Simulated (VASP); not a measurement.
A run of VASP 6.6.1 is set up as follows.

The input INCAR:

```
SYSTEM = Na
  ALGO = Normal
  EDIFF = 1E-6
  ENCUT = 520
  GGA = PE
  ISIF = 2
  ISMEAR = 1
  ISPIN = 2
  LASPH = .True.
  LCHARG = .False.
  LORBIT = 11
  LREAL = .False.
  LWAVE = .False.
  MAGMOM = -4
  NBANDS = 14
  NELM = 150
  PREC = Accurate
  SIGMA = 0.001
```

The input KPOINTS:

```
k-points
0
Gamma
  13 13 13
  0 0 0
```

The input POSCAR:

```
Na
1.0
   -1.9317615710      1.9317615710      1.9317615710
    1.9317615710     -1.9317615710      1.9317615710
    1.9317615710      1.9317615710     -1.9317615710
Na
1
Direct
    0.0000000000      0.0000000000      0.0000000000
```

Potentials or basis: VASP PAW PBE potentials, release 64 (Na_pv).

Run with:

```sh
$ cat potpaw_PBE.64/Na_pv/POTCAR > POTCAR
$ mpirun -np 1 vasp_std > vasp.out
```

Task: What does it give for the pressure?

Result: 3.0 GPa.

Task: What does it give for the net moment?

Result: 0.03 μB per cell.

Caveat: the cell stands under pressure.
